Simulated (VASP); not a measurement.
Input of a VASP 6.6.1 run:

POSCAR

```
SiC
1.0
    4.3563301053      0.0000000000      0.0000000000
    0.0000000000      4.3563301053      0.0000000000
    0.0000000000      0.0000000000      4.3563301053
Si C
4 4
Direct
    0.0000000000      0.0000000000      0.0000000000
    0.0000000000      0.5000000000      0.5000000000
    0.5000000000      0.0000000000      0.5000000000
    0.5000000000      0.5000000000      0.0000000000
    0.2500000000      0.2500000000      0.2500000000
    0.2500000000      0.7500000000      0.7500000000
    0.7500000000      0.2500000000      0.7500000000
    0.7500000000      0.7500000000      0.2500000000
```

Contents of INCAR.step1:

```
SYSTEM = SiC
PREC = Accurate
ENCUT = 520
ISMEAR = 0
SIGMA = 0.01
LREAL = .False.
LASPH = .True.
NELM = 100
NBANDS = 26
GGA = PE
ALGO = Normal
EDIFF = 1E-4
LWAVE = .True.
LCHARG = .False.
```

Contents of INCAR.step2:

```
SYSTEM = SiC
PREC = Accurate
ENCUT = 520
EDIFF = 1E-6
ISMEAR = 0
SIGMA = 0.01
LREAL = .False.
LASPH = .True.
NELM = 100
ALGO = Normal
ISIF = 2
LWAVE = .False.
LCHARG = .False.
METAGGA = R2SCAN
LMIXTAU = .True.
NBANDS = 26
ISTART = 1
```

File KPOINTS:

```
regular mesh
0
Gamma
  6 6 6
  0 0 0
```

Potentials or basis: VASP PAW PBE potentials, release 64 (Si, C).

The run is started by

```bash
$ cat potpaw_PBE.64/Si/POTCAR potpaw_PBE.64/C/POTCAR > POTCAR
$ cp INCAR.step1 INCAR
$ mpirun -np 1 vasp_std > vasp.out
$ cp INCAR.step2 INCAR
$ mpirun -np 1 vasp_std > vasp.out
```

**Question.** Predict the pressure.

**Answer.** -0.2 GPa.

**Question.** Estimate the band gap on the k mesh.

**Answer.** 1.72 eV.

Caveat: the PAW data sets were made with another functional, which shifts forces and pressure a little. A k mesh can miss the band edges.
